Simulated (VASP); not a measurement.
# AlCu3: single point with PBEsol

Crystal: AlCu3.

```xyz
4
Lattice="3.6374 0.0000 0.0000 0.0000 3.6374 0.0000 0.0000 0.0000 3.6374" Properties=species:S:1:pos:R:3 pbc="T T T"
Al    0.0000    0.0000    0.0000
Cu    1.8187    1.8187    0.0000
Cu    1.8187    0.0000    1.8187
Cu    0.0000    1.8187    1.8187
```

```json
{
  "Program": "VASP 6.6.1",
  "Task": "single point",
  "Functional": "PBEsol",
  "Potentials or basis": "VASP PAW PBE potentials, release 64 (Al, Cu)",
  "Cutoff": "520 eV",
  "k mesh": "6 × 6 × 6",
  "Occupations": "fermi-dirac, width 0.05 eV",
  "Spin": "no spin polarisation",
  "Dipole correction": "no",
  "Further INCAR settings": "ALGO = Normal; EDIFF = 1e-06; NBANDS = 26"
}
```

- Pressure: -0.2 GPa
- Band gap on the k mesh: zero (band 18 reaches 12.36 eV, above the bottom of band 19 at 6.84 eV)

Levels at points of the mesh, in eV from the Fermi level:
```tsv
k point	band 15	band 16	band 17	band 18	band 19	band 20	band 21	band 22
(0.00, 0.00, 0.00)	-2.19	-2.19	-0.43	-0.43	-0.43	4.25	4.25	4.95
(0.50, 0.00, 0.00)	-3.02	-2.61	-2.19	3.65	3.65	3.77	3.77	4.63
(0.50, 0.50, 0.00)	-3.01	-2.89	-2.49	-1.34	-1.34	6.21	6.29	6.29
(0.50, 0.50, 0.50)	-3.09	-2.36	-2.36	-2.36	-1.57	1.18	1.63	1.63
```

It took 10 s on 1 thread of Intel(R) Xeon(R) 6975P-C (Granite Rapids), on a shared host, peak memory 0.16 GiB.

Caveat: the PAW data sets were made with another functional, which shifts forces and pressure a little.
